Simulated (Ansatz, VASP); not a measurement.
## One calculation of CdS, two programs

File INCAR:

```
SYSTEM = CdS
AGGAC = 1.0 ; AGGAX = 1.0
ALDAC = 0.0 ; ALDAX = 1.0
ALGO = Normal ; EDIFF = 1E-6
ENCUT = 520 ; GGA = B5
GGA_COMPAT = .FALSE. ; ISIF = 2
ISMEAR = 1 ; LASPH = .TRUE.
LCHARG = .TRUE. ; LORBIT = 11
LORBMOM = .TRUE. ; LREAL = .FALSE.
LSORBIT = .TRUE. ; LVHAR = .TRUE.
LWAVE = .FALSE. ; MAGMOM = 0 0 0 0 0 0
NBANDS = 30 ; NELM = 150
PREC = Accurate ; SIGMA = 0.05
```

Contents of KPOINTS:

```
k-points
0
G
  8 8 8
  0 0 0
```

File POSCAR:

```
CdS
1.0
    0.0000000000      3.1417043867      3.1417043867
    3.1417043867      0.0000000000      3.1417043867
    3.1417043867      3.1417043867      0.0000000000
Cd S
1 1
Direct
    0.0000000000      0.0000000000      0.0000000000
    0.7500000000      0.7500000000      0.7500000000
```

The input input.yaml:

```yaml
crystal:
  lattice:
    - [0.0, 3.1417043867, 3.1417043867]
    - [3.1417043867, 0.0, 3.1417043867]
    - [3.1417043867, 3.1417043867, 0.0]
  atoms:
    - { symbol: Cd, position: [0.0, 0.0, 0.0] }
    - { symbol: S, position: [0.75, 0.75, 0.75] }
hamiltonian:
  xc: blyp
  pseudopotentials: { kind: paw_fr }
magnetization:
  noncollinear: true
  spin_orbit: true
kpoints:
  mp_grid: { grid: [8, 8, 8] }
  band_path:
    path:
      - [[0.0, 0.0, 0.0], [0.5, 0.0, 0.5], [0.5, 0.25, 0.75], [0.375, 0.375, 0.75], [0.0, 0.0, 0.0], [0.5, 0.5, 0.5], [0.625, 0.25, 0.625], [0.5, 0.25, 0.75], [0.5, 0.5, 0.5], [0.375, 0.375, 0.75]]
      - [[0.625, 0.25, 0.625], [0.5, 0.0, 0.5]]
    npoints: 14
scf:
  occupations: { method: cold, width: 0.05 }
  n_extra_bands: 6
output:
  forces: true
  stress: true
  eigenvalues: true
  fatbands: false
```

Change from the starting cell: volume scaled by 1.25.

Alike in both runs: functional BLYP; k mesh 8 × 8 × 8; non-collinear spin, spin-orbit coupling.

```csv
,VASP,Ansatz
version,VASP 6.6.1,Ansatz 0.2.0
potentials or method,"VASP PAW PBE potentials, release 64 (Cd, S)",Ansatz PAW
plane-wave cutoff (eV),520,420
occupations,"methfessel-paxton of order 1, width 0.05 eV","cold, width 0.05 eV"
valence electrons in the cell,18,26
task,single point,band structure
```

|  | VASP | Ansatz | Ansatz less VASP |
| --- | --- | --- | --- |
| pressure (GPa) | -4.1 | -4.2 | -0.15 |
| net moment per atom (μB) | 0.00 | 0.00 | 0.000 |

VASP's potentials were made for PBE, not for BLYP. VASP's potentials hold 18 valence electrons a cell and Ansatz's 26, so a difference there can come from the potentials and not from the codes.
